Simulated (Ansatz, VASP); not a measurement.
# One calculation of Cs2VAgC6, two programs

File POSCAR:

```
Cs2VAgC6
1.0
    0.0000000000      4.3702200000      4.3702200000
    4.3702200000      0.0000000000      4.3702200000
    4.3702200000      4.3702200000      0.0000000000
V C Cs Ag
1 6 2 1
Direct
    0.0000000000      0.0000000000      0.0000000000
    0.7900000000      0.2100000000      0.2100000000
    0.2100000000      0.7900000000      0.2100000000
    0.2100000000      0.7900000000      0.7900000000
    0.7900000000      0.2100000000      0.7900000000
    0.2100000000      0.2100000000      0.7900000000
    0.7900000000      0.7900000000      0.2100000000
    0.2500000000      0.2500000000      0.2500000000
    0.7500000000      0.7500000000      0.7500000000
    0.5000000000      0.5000000000      0.5000000000
```

Contents of INCAR.step1:

```
  PREC = Accurate
  ENCUT = 520
  ISMEAR = 0
  SIGMA = 0.0133
  LREAL = F
  LASPH = T
  NELM = 60
  NBANDS = 44
  GGA = PE
  ALGO = Normal
  EDIFF = 1E-4
  LWAVE = T
  LCHARG = F
```

The input INCAR.step2:

```
  PREC = Accurate
  ENCUT = 520
  EDIFF = 1E-7
  ISMEAR = 0
  SIGMA = 0.0133
  LREAL = F
  LASPH = T
  NELM = 60
  ALGO = Normal
  ISIF = 2
  LWAVE = F
  LCHARG = T
  METAGGA = R2SCAN
  LMIXTAU = T
  LELF = T
  LVHAR = T
  NBANDS = 44
  ISTART = 1
```

The input KPOINTS:

```
regular mesh
0
Gamma
  5 5 5
```

Input for Ansatz:

```yaml
crystal:
  lattice:
    - [0.0, 4.37022, 4.37022]
    - [4.37022, 0.0, 4.37022]
    - [4.37022, 4.37022, 0.0]
  atoms:
    - { symbol: V, position: [0.0, 0.0, 0.0] }
    - { symbol: C, position: [0.79, 0.21, 0.21] }
    - { symbol: C, position: [0.21, 0.79, 0.21] }
    - { symbol: C, position: [0.21, 0.79, 0.79] }
    - { symbol: C, position: [0.79, 0.21, 0.79] }
    - { symbol: C, position: [0.21, 0.21, 0.79] }
    - { symbol: C, position: [0.79, 0.79, 0.21] }
    - { symbol: Cs, position: [0.25, 0.25, 0.25] }
    - { symbol: Cs, position: [0.75, 0.75, 0.75] }
    - { symbol: Ag, position: [0.5, 0.5, 0.5] }
  symmetry: { tolerance: 0.0003 }
kpoints:
  mp_grid: { grid: [5, 5, 5], shift: [0, 0, 0] }
  band_path:
    path:
      - [0.0, 0.0, 0.0]
      - [0.5, 0.0, 0.5]
      - [0.625, 0.25, 0.625]
      - [0.375, 0.375, 0.75]
      - [0.0, 0.0, 0.0]
      - [0.5, 0.5, 0.5]
      - [0.5, 0.25, 0.75]
      - [0.5, 0.0, 0.5]
    npoints: 8
magnetization:
  spin_polarized: false
scf:
  occupations: { method: gaussian, width: 0.0133 }
  lower_state_search: "off"
  max_iter: 200
hamiltonian:
  pseudopotentials: { kind: paw }
  xc: r2scan
basis:
  ecutwfc: 500
  fft_grid_basis: typed
output:
  forces: true
  stress: true
  eigenvalues: true
  bader: true
  populations: true
  elf: true
  write_potential: true
  volumetric_format: npy
  dos:
    e_range: [-12, 8]
    de: 0.05
    projected: { site_lists: { Ag: [Ag], C: [C], Cs: [Cs], V: [V] } }
checkpoint:
  read: saved_state
```

Alike in both runs: task single point; functional r2SCAN; k mesh 5 × 5 × 5; occupations gaussian, width 0.0133 eV; no spin polarisation.

|  | VASP | Ansatz |
| --- | --- | --- |
| version | VASP 6.6.1 | Ansatz 0.2.0 |
| potentials or method | VASP PAW PBE potentials, release 64 (V_sv, C, Cs_sv, Ag), cutoff 520 eV | PAW plane waves |
| valence electrons in the cell | 66 | 74 |

```csv
,VASP,Ansatz,Ansatz less VASP
pressure (GPa),7.8,7.4,-0.35
rms of the force components (eV/Å),0.715,0.690,-0.0244
```

VASP's potentials were made for PBE, not for r2SCAN. Atom by atom the forces differ by 0.024 eV/Å (rms over components). The functional is the same, so the differences come from potentials, cutoffs and numerics. VASP's potentials hold 66 valence electrons a cell and Ansatz's 74, so a difference there can come from the potentials and not from the codes.

Spin-orbit coupling is off throughout.
